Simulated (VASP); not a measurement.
Set up this calculation in VASP 6.6.1, as the native input.

| Item | Value |
| --- | --- |
| Task | single point |
| Functional | PBE |
| Dispersion | D3(BJ) |
| Potentials or basis | VASP PAW PBE potentials, release 64 (Zn, O, C) |
| Cutoff | 520 eV |
| k mesh | 5 × 6 × 1 |
| Occupations | gaussian, width 0.1 eV |
| Spin | no spin polarisation |
| Dipole correction | yes |
| Further INCAR settings | ALGO = Normal; EDIFF = 1e-07; NBANDS = 90 |

The structure of Zn12CO lies in POSCAR:

```
Zn12CO
1.0
    5.2355063994      0.0000000000      0.0000000000
    0.0000000000      4.8035765005      0.0000000000
    0.0000000000      0.0000000000     24.1411144134
Zn O C
12 1 1
Direct
    0.0000000000      0.7500000000      0.1656924337
    0.5000000000      0.7500000000      0.1656924337
    0.2500000000      0.2500000000      0.1969950590
    0.7500000000      0.2500000000      0.1969950590
    0.2500000000      0.7500000000      0.2596003094
    0.7500000000      0.7500000000      0.2596003094
    0.0000000000      0.2500000000      0.2927454107
    0.5000000000      0.2500000000      0.2927454107
    0.0000000000      0.7500000000      0.3817525344
    0.5000000000      0.7500000000      0.3817525344
    0.2500000000      0.2500000000      0.3890091506
    0.7500000000      0.2500000000      0.3890091506
    0.5000000000      0.2500000000      0.5132784759
    0.5000000000      0.2500000000      0.5609150506
```

The input as run:

INCAR

```
PREC     = Accurate       # precision mode
ENCUT    = 520            # plane-wave cutoff, eV
EDIFF    = 1E-7           # SCF threshold, eV
ISMEAR   = 0              # smearing method
SIGMA    = 0.1            # smearing width, eV
LREAL    = F              # projectors in reciprocal space
LASPH    = T              # aspherical terms in the spheres
NELM     = 80             # most SCF steps
ALGO     = Normal         # electronic algorithm
ISIF     = 2              # what is computed and relaxed
LWAVE    = F              # write WAVECAR
LCHARG   = T              # write CHGCAR
LDIPOL   = T            
IDIPOL   = 3            
DIPOL    = 0.5 0.5 0.318
GGA      = PE             # functional
IVDW     = 12             # dispersion correction
LELF     = T              # ELF
LVHAR    = T            
LVACPOTAV= T            
NBANDS   = 90             # bands
```

KPOINTS

```
regular mesh
0
Gamma
  5 6 1
```

Potentials or basis: VASP PAW PBE potentials, release 64 (Zn, O, C).

The run is started by

```sh
$ cat potpaw_PBE.64/Zn/POTCAR potpaw_PBE.64/O/POTCAR potpaw_PBE.64/C/POTCAR > POTCAR
$ mpirun -np 1 vasp_std > vasp.out
```

Results of the run:

```yaml
Largest_force: 0.987 eV/Å
Band_gap_on_the_k_mesh: zero (bands 77 and 78 overlap by 0.79 eV)
Dispersion_energy_per_atom: -0.247 eV
```

Wall time 40 min on 1 thread of Intel Xeon 8259CL, with other jobs on the host, peak memory 0.84 GiB.
